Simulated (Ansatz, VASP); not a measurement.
Given: the input of a run of VASP 6.6.1 on RbBr.

The input INCAR:

```
PREC     = Accurate       # precision mode
ENCUT    = 520            # plane-wave cutoff, eV
EDIFF    = 1E-6           # SCF threshold, eV
ISMEAR   = -1             # smearing method
SIGMA    = 0.05           # smearing width, eV
LREAL    = False          # projectors in reciprocal space
LASPH    = True           # aspherical terms in the spheres
NELM     = 100            # most SCF steps
ALGO     = Normal         # electronic algorithm
ISIF     = 2              # what is computed and relaxed
LWAVE    = False          # write WAVECAR
LCHARG   = True           # write CHGCAR
LELF     = True           # ELF
LVHAR    = True         
NBANDS   = 15             # bands
```

File KPOINTS:

```
regular mesh
0
Gamma
  7 7 7
```

File POSCAR:

```
RbBr
1.0
    0.0000000000      3.4720972769      3.4720972769
    3.4720972769      0.0000000000      3.4720972769
    3.4720972769      3.4720972769      0.0000000000
Rb Br
1 1
Direct
    0.0000000000      0.0000000000      0.0000000000
    0.5000000000      0.5000000000      0.5000000000
```

Potentials or basis: VASP PAW LDA potentials, release 64 (Rb_sv, Br).

The run is started by

```sh
$ cat potpaw_LDA.64/Rb_sv/POTCAR potpaw_LDA.64/Br/POTCAR > POTCAR
$ mpirun -np 1 vasp_std > vasp.out
```

Q: Translate it to Ansatz 0.2.0. Potentials there: all-electron LAPW, scalar-relativistic.

A: As run (the cutoff follows the program's own potentials):

The input input.yaml:

```yaml
crystal:
  lattice:
    - [0.0, 3.4720972769, 3.4720972769]
    - [3.4720972769, 0.0, 3.4720972769]
    - [3.4720972769, 3.4720972769, 0.0]
  atoms:
    - { symbol: Rb, position: [0.0, 0.0, 0.0] }
    - { symbol: Br, position: [0.5, 0.5, 0.5] }
kpoints:
  mp_grid: { grid: [7, 7, 7] }
scf:
  occupations: { method: fermi_dirac, width: 0.05 }
hamiltonian:
  xc: lda
  pseudopotentials: { kind: all_electron, lapw: { basis_error: 0.001 } }
output:
  forces: true
  stress: true
  eigenvalues: true
```

Potentials or basis: all-electron LAPW, scalar-relativistic.

Launch:

```bash
$ ansatz run input.yaml --threads 1 --pin off --max-ram 3072MiB --backend cpu --events-out ev --progress --plain --runs-dir out
```

Both were run:

|  | VASP | Ansatz | Ansatz less VASP |
| --- | --- | --- | --- |
| gap on the k mesh at the Fermi level (eV) | 3.87 | 3.86 | -0.009 |
| least direct gap on the mesh (eV) | 3.87 | 3.86 | -0.009 |
| pressure (GPa) | -1.6 | -1.6 | -0.03 |

LDA's correlation is that of Perdew and Zunger in VASP and of Perdew and Wang (1992) in Ansatz. Ansatz ran all-electron here, and VASP with PAW potentials.
